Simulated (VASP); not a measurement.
Set up this calculation in VASP 6.6.1, as the native input.

```yaml
Task: single point
Functional: PBE
Potentials_or_basis: VASP PAW PBE potentials, release 64 (Sr_sv, Ti_sv, O)
Cutoff: 520 eV
k_mesh: 8 × 8 × 8
Occupations: gaussian, width 0.02 eV
Spin: no spin polarisation
Dipole_correction: no
Further_INCAR_settings: ALGO = Normal; EDIFF = 1e-06; NBANDS = 28
```

The structure of SrTiO3 lies in POSCAR:

```
SrTiO3
1.0
    3.9753809510      0.0000000000      0.0000000000
    0.0000000000      3.9753809510      0.0000000000
    0.0000000000      0.0000000000      3.9753809510
Sr Ti O
1 1 3
Direct
    0.5000000000      0.5000000000      0.5000000000
    0.0000000000      0.0000000000      0.0000000000
    0.5000000000      0.0000000000      0.0000000000
    0.0000000000      0.5000000000      0.0000000000
    0.0000000000      0.0000000000      0.5000000000
```

This cell differs from its parent crystal: volume scaled by 1.03.

The input as run:

INCAR

```
PREC = Accurate
ENCUT = 520
EDIFF = 1E-6
ISMEAR = 0
SIGMA = 0.02
LREAL = False
LASPH = True
NELM = 60
ALGO = Normal
ISIF = 2
LWAVE = False
LCHARG = True
GGA = PE
LELF = True
LVHAR = True
NBANDS = 28
```

KPOINTS

```
regular mesh
0
Gamma
  8 8 8
```

Potentials or basis: VASP PAW PBE potentials, release 64 (Sr_sv, Ti_sv, O).

The run is started by

```bash
$ cat potpaw_PBE.64/Sr_sv/POTCAR potpaw_PBE.64/Ti_sv/POTCAR potpaw_PBE.64/O/POTCAR > POTCAR
$ mpirun -np 1 vasp_std > vasp.out
```

It gave:

* Pressure: -4.1 GPa
* Band gap on the k mesh: 1.75 eV, indirect (least direct gap 2.14 eV)

It took 110 s on 1 thread of AMD EPYC 7R13 (shared host), peak memory 0.18 GiB.
